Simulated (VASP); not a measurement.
Set up this calculation in VASP 6.6.1, as the native input.

* Task: electric field gradients
* Functional: PBEsol
* Potentials or basis: VASP PAW PBE potentials, release 64 (Al)
* Cutoff: 520 eV
* k mesh: 14 × 14 × 14
* Occupations: fermi-dirac, width 0.05 eV
* Spin: no spin polarisation
* Dipole correction: no
* Further INCAR settings: ALGO = Normal; EDIFF = 1e-08; NBANDS = 8

The structure of Al lies in POSCAR:

```
Al
1.0
    0.0607194000      2.0543397000      2.0543397000
    2.0543397000      0.0607194000      2.0543397000
    2.0543397000      2.0543397000      0.0607194000
Al
1
Direct
    0.0000000000      0.0000000000      0.0000000000
```

This cell differs from its parent crystal: equal xy, yz and zx shear strains of +3 %.

These files were run (other wordings do the same):

INCAR

```
ALGO     = Normal         # electronic algorithm
EDIFF    = 1E-8           # SCF threshold, eV
ENCUT    = 520            # plane-wave cutoff, eV
GGA      = PS             # functional
ISIF     = 2              # what is computed and relaxed
ISMEAR   = -1             # smearing method
LASPH    = T              # aspherical terms in the spheres
LCHARG   = F              # write CHGCAR
LEFG     = T            
LREAL    = F              # projectors in reciprocal space
LWAVE    = F              # write WAVECAR
NBANDS   = 8              # bands
NELM     = 80             # most SCF steps
PREC     = Accurate       # precision mode
SIGMA    = 0.05           # smearing width, eV
```

KPOINTS

```
k-points
0
Gamma
  14 14 14
```

Potentials or basis: VASP PAW PBE potentials, release 64 (Al).

Run with:

```bash
$ cat potpaw_PBE.64/Al/POTCAR > POTCAR
$ mpirun -np 1 vasp_std > vasp.out
```

It gave:

```
Pressure : -1.7 GPa
```

Caveat: the cell differs from its parent crystal (equal xy, yz and zx shear strains of +3 %); without QUAD_EFG the Cq values of the log hold for a quadrupole moment of 1 mb, not for the nuclei; the PAW data sets were made with another functional, which shifts forces and pressure a little.

Wall time 19 s on 1 thread of AMD EPYC 9R45 96-Core Processor (Zen 5) (shared host), peak memory 0.12 GiB.
